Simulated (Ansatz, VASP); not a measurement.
# Two plane-wave programs on H

```
H
1.0
    -1.69153    1.69153    2.05847
     1.69153   -1.69153    2.05847
     1.69153    1.69153   -2.05847
H
2
Direct
  0.09014 0.09014 0.00000
  0.90986 0.90986 0.00000
```

Alike in both runs: task single point; functional PBE-based screened hybrid; k mesh 6 × 6 × 6; occupations fermi-dirac, width 0.05 eV; no spin polarisation.

```csv
,VASP,Ansatz
version,VASP 6.6.1,Ansatz 0.2.0
potentials or method,"VASP PAW PBE potentials, release 64 (H)",Ansatz PAW
plane-wave cutoff (eV),520,420
valence electrons in the cell,2,2
```

VASP gave:

- gap on the k mesh at the Fermi level (eV): 10.83
- least direct gap on the mesh (eV): 11.70
- pressure (GPa): 0.3
- traceless stress, the component that is largest in VASP (GPa): 0.14
- rms of the force components (eV/Å): 0.024

Which values does Ansatz return?

gap on the k mesh at the Fermi level (eV): 10.83; least direct gap on the mesh (eV): 11.71; pressure (GPa): 0.4; traceless stress, the component that is largest in VASP (GPa): 0.19; rms of the force components (eV/Å): 0.027.

VASP's potentials were made for PBE, not for PBE-based screened hybrid. Atom by atom the forces differ by 0.003 eV/Å (rms over components). With one functional, cell and mesh, what is left measures potentials, basis and numerics.

The k mesh is coarse, so the values compare programs but aren't converged.
